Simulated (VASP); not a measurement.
The system is Mg2CdO3.

```
Mg Cd O
1.0
     2.68194   -4.81253   -0.03669
     2.68048    4.81168    0.01987
    -1.80745    0.03118    5.11574
Mg Cd O
4 2 6
Direct
  0.01879 0.01726 0.50941
  0.31655 0.67001 0.50523
  0.67645 0.32553 0.49891
  0.51024 0.50859 0.99990
  0.84592 0.16480 0.01228
  0.15976 0.82567 0.99348
  0.40095 0.08988 0.71406
  0.90854 0.58431 0.26100
  0.07563 0.40879 0.73175
  0.59312 0.90591 0.26617
  0.72135 0.72291 0.73832
  0.27269 0.27635 0.26950
```

```yaml
Program: VASP 6.6.1
Task: relaxation of cell and atoms
Functional: PBE
Potentials_or_basis: VASP PAW PBE potentials, release 64 (Mg, Cd, O)
Cutoff: 600 eV
k_mesh: 4 × 4 × 4
Occupations: gaussian, width 0.1 eV
Spin: no spin polarisation
```

At the start: pressure 1.6 GPa; volume 10.99 Å³/atom.

Problem. How do energy, volume and symmetry change on relaxing?

Solution. Over 12 steps the energy falls by 32.3 meV/atom and the volume is 11.01 Å³/atom (+0.2 %); space group P1 (No. 1, to 0.1 Å) before, C2/m (No. 12, to 0.1 Å).

Step by step:
```
step  energy change (eV)  largest force (eV/Å)  pressure (GPa)  volume (Å³)
   1              0.0000                0.9962            1.59       131.86
   2             -0.2720                0.5461           -1.64       133.92
   3             -0.3066                0.3781           -2.94       135.00
   4             -0.3613                0.2380            0.96       131.19
   5             -0.3618                0.2330            0.61       131.51
   6             -0.3785                0.1220            0.34       131.76
   7             -0.3830                0.0995            0.14       131.98
   8             -0.3856                0.0654           -0.17       132.26
   9             -0.3858                0.0688           -0.29       132.37
  10             -0.3867                0.0372            0.12       131.97
  11             -0.3867                0.0373            0.12       131.97
  12             -0.3871                0.0197            0.02       132.07
```

Final structure:
```xyz
12
Lattice="2.7235 -4.7095 -0.0011 2.7267 4.7107 -0.0004 -1.8220 0.0003 5.1452" Properties=species:S:1:pos:R:3 pbc="T T T"
Mg   -0.9072    0.0003    2.5704
Mg    1.8143    1.5573    2.5731
Mg    1.8143   -1.5560    2.5744
Mg    2.7265   -0.0003    0.0024
Cd    0.9031   -3.1314    5.1430
Cd    0.9058    3.1308    5.1434
O     0.0453   -1.4823    3.7248
O     3.5814   -1.4822    1.4190
O     0.0432    1.4874    3.7207
O     3.5812    1.4829    1.4171
O     2.5936    0.0021    3.7989
O     1.0315   -0.0001    1.3482
```
